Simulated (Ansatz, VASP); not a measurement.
Cu: VASP beside Ansatz

Contents of INCAR:

```
SYSTEM = Cu
  PREC = Accurate
  ENCUT = 520
  EDIFF = 1E-6
  ISMEAR = 1
  SIGMA = 0.1
  LREAL = .False.
  LASPH = .True.
  NELM = 150
  ALGO = Normal
  ISIF = 2
  LWAVE = .False.
  LCHARG = .False.
  LNONCOLLINEAR = .True.
  MAGMOM = 0.6 0 0
  LORBIT = 11
  LMAXMIX = 4
  GGA = B5
  ALDAX = 1.0
  AGGAX = 1.0
  AGGAC = 1.0
  ALDAC = 0.0
  NBANDS = 22
```

Contents of KPOINTS:

```
Automatic mesh
0
Gamma
  10 10 10
  0 0 0
```

POSCAR

```
Cu
1.0
   -1.4710905692      1.4710905692      1.4030702911
    1.4710905692     -1.4710905692      1.4030702911
    1.4710905692      1.4710905692     -1.4030702911
Cu
1
Direct
    0.0000000000      0.0000000000      0.0000000000
```

The input input.yaml:

```yaml
crystal:
  lattice:
    - [-1.4710905692, 1.4710905692, 1.4030702911]
    - [1.4710905692, -1.4710905692, 1.4030702911]
    - [1.4710905692, 1.4710905692, -1.4030702911]
  atoms:
    - { symbol: Cu, position: [0.0, 0.0, 0.0], spin: 0.6, spin_axis: [1.0, 0.0, 0.0] }
kpoints:
  mp_grid: { grid: [10, 10, 10] }
scf:
  occupations: { method: cold, width: 0.1 }
hamiltonian:
  xc: blyp
  pseudopotentials: { kind: all_electron, lapw: { basis_error: 0.001 } }
magnetization:
  noncollinear: true
output:
  forces: true
  stress: true
  eigenvalues: true
```

Change from the starting cell: volume scaled by 1.06.

Alike in both runs: task single point; functional BLYP; k mesh 10 × 10 × 10; non-collinear spin.

```csv
,VASP,Ansatz
version,VASP 6.6.1,Ansatz 0.2.0
potentials or method,"VASP PAW PBE potentials, release 64 (Cu), cutoff 520 eV","all-electron LAPW, scalar-relativistic"
occupations,"methfessel-paxton of order 1, width 0.1 eV","cold, width 0.1 eV"
```

```tsv
	VASP	Ansatz	Ansatz less VASP
gap on the k mesh at the Fermi level (eV)	none	none	-
pressure (GPa)	7.2	6.4	-0.78
traceless stress, the component that is largest in VASP (GPa)	-1.91	-2.06	-0.151
net moment per atom (μB)	0.00	0.00	0.000
```

VASP's potentials were made for PBE, not for BLYP. A gap of «none» marks a metal or a gap that the smearing closes. Ansatz ran all-electron here, and VASP with PAW potentials.

Noted on Ansatz's run: the program listed the state as in doubt; the k mesh is thin for a metal, which can move the energy by tens of meV per atom.
